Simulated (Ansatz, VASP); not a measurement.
CdF2: VASP beside Ansatz

```
Cd F
1.0
     0.00000    2.69400    2.69400
     2.69400    0.00000    2.69400
     2.69400    2.69400    0.00000
Cd F
1 2
Direct
  0.00804 0.00804 0.00804
  0.25000 0.25000 0.25000
  0.75000 0.75000 0.75000
```

Change from the starting cell: all Cd atoms moved +0.075 Å, as atom 1 along Cartesian [1 1 1].

Alike in both runs: task single point; functional r2SCAN; k mesh 8 × 8 × 8; occupations gaussian, width 0.05 eV; no spin polarisation.

```csv
,VASP,Ansatz
version,VASP 6.6.1,Ansatz 0.2.0
potentials or method,"VASP PAW PBE potentials, release 64 (Cd, F), cutoff 520 eV","scalar-relativistic, plane waves, PAW"
valence electrons in the cell,26,34
```

|  | VASP | Ansatz | Ansatz less VASP |
| --- | --- | --- | --- |
| gap on the k mesh at the Fermi level (eV) | 3.76 | 3.80 | +0.045 |
| least direct gap on the mesh (eV) | 4.26 | 4.31 | +0.053 |
| pressure (GPa) | 1.4 | 0.4 | -1.01 |
| traceless stress, the component that is largest in VASP (GPa) | 0.22 | 0.20 | -0.018 |
| rms of the force components (eV/Å) | 0.187 | 0.167 | -0.0203 |

VASP's potentials were made for PBE, not for r2SCAN. Atom by atom the forces differ by 0.020 eV/Å (rms over components). The functional is the same, so the differences come from potentials, cutoffs and numerics. VASP's potentials hold 26 valence electrons a cell and Ansatz's 34, so a difference there can come from the potentials and not from the codes.
